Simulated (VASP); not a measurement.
A run of VASP 6.6.1 is set up as follows.

INCAR

```
ALGO = Fast ; EDIFF = 1E-7
ENCUT = 520 ; GGA = PS
ISIF = 2 ; ISMEAR = 0
LASPH = T ; LCHARG = F
LREAL = F ; LWAVE = F
NBANDS = 21 ; NELM = 80
PREC = Accurate ; SIGMA = 0.1
```

KPOINTS

```
k-points
0
Gamma
  24 24 12
```

POSCAR

```
Ru
1.0
    2.6894812013      0.0000000000      0.0000000000
   -1.3447406006      2.3291590433      0.0000000000
    0.0000000000      0.0000000000      4.2094236180
Ru
2
Direct
    0.3333333333      0.6666666667      0.2500000000
    0.6666666667      0.3333333333      0.7500000000
```

Potentials or basis: VASP PAW PBE potentials, release 64 (Ru_pv).

Command:

```console
$ cat potpaw_PBE.64/Ru_pv/POTCAR > POTCAR
$ mpirun -np 1 vasp_std > vasp.out
```

Predict the pressure.

3.8 GPa.

Predict the band gap on the k mesh.

zero (bands 14 and 15 overlap by 3.35 eV).

Stress tensor (GPa, compression positive):
```
2.37 0.00 0.00
0.00 2.37 0.00
0.00 0.00 6.59
```

Caveat: the cell differs from its parent crystal (strain along c alone, the other axes held: -1.0 %); the cell stands under pressure; the PAW data sets were made with another functional, which shifts forces and pressure a little.
